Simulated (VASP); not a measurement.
V:

```
CELL_PARAMETERS angstrom
-1.51294 1.51294 1.51294
1.51294 -1.51294 1.51294
1.51294 1.51294 -1.51294
ATOMIC_POSITIONS crystal
V 0.00000 0.00000 0.00000
```

| Quantity | Value |
| --- | --- |
| Program | VASP 6.6.1 |
| Task | relaxation of cell and atoms |
| Functional | r2SCAN |
| Potentials or basis | VASP PAW PBE potentials, release 64 (V_sv) |
| Cutoff | 600 eV |
| k mesh | 10 × 10 × 10 |
| Occupations | gaussian, width 0.1 eV |
| Spin | no spin polarisation |

At the start: pressure -6.7 GPa; volume 13.85 Å³/atom.

Where does the relaxation end?

Over 3 steps the energy falls by 10.6 meV/atom and the volume is 13.37 Å³/atom (-3.5 %); space group Im-3m (No. 229, to 0.05 Å).

The path:
```tsv
step	energy change (eV)	largest force (eV/Å)	pressure (GPa)	volume (Å³)
1	0.0000	0.0000	-6.75	13.85
2	0.0108	0.0000	11.01	12.72
3	-0.0106	0.0000	-0.10	13.37
```

Final structure:
```
CELL_PARAMETERS angstrom
-1.49518 1.49518 1.49518
1.49518 -1.49518 1.49518
1.49518 1.49518 -1.49518
ATOMIC_POSITIONS crystal
V 0.00000 0.00000 0.00000
```

Caveat: the PAW data sets were made with another functional, which shifts forces and pressure a little.
